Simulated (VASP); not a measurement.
## AlN: single point with LDA

Crystal: AlN.

```xyz
2
Lattice="0.0000 2.2268 2.2268 2.2268 0.0000 2.2268 2.2268 2.2268 0.0000" Properties=species:S:1:pos:R:3 pbc="T T T"
Al    0.0000    0.0000    0.0000
N     1.1134    1.1134    1.1134
```

* Program: VASP 6.6.1
* Task: single point
* Functional: LDA
* Potentials or basis: VASP PAW LDA potentials, release 64 (Al, N_h)
* Cutoff: 1330 eV
* k mesh: 10 × 10 × 10
* Occupations: fermi-dirac, width 0.05 eV
* Spin: no spin polarisation
* Dipole correction: no
* Further INCAR settings: ALGO = Normal; EDIFF = 1e-06; NBANDS = 11

- Pressure: -13.5 GPa
- Band gap on the k mesh: 3.20 eV (least direct gap 3.73 eV)

Levels at points of the mesh, in eV from the valence-band top:
| k point | band 2 | band 3 | band 4 | band 5 | band 6 | band 7 |
| --- | --- | --- | --- | --- | --- | --- |
| (0.00, 0.00, 0.00) | 0.00 | 0.00 | 0.00 | 3.73 | 11.78 | 11.78 |
| (0.50, 0.00, 0.00) | -5.67 | -0.48 | -0.48 | 6.75 | 9.37 | 10.61 |
| (0.50, 0.50, 0.00) | -4.78 | -1.73 | -1.73 | 3.20 | 8.06 | 13.00 |

It took 51 s on 1 thread of Intel(R) Xeon(R) Platinum 8375C CPU @ 2.90GHz (Ice Lake), with other jobs on the host, peak memory 0.22 GiB.

Caveat: the cell stands under tension. A k mesh can miss the band edges.
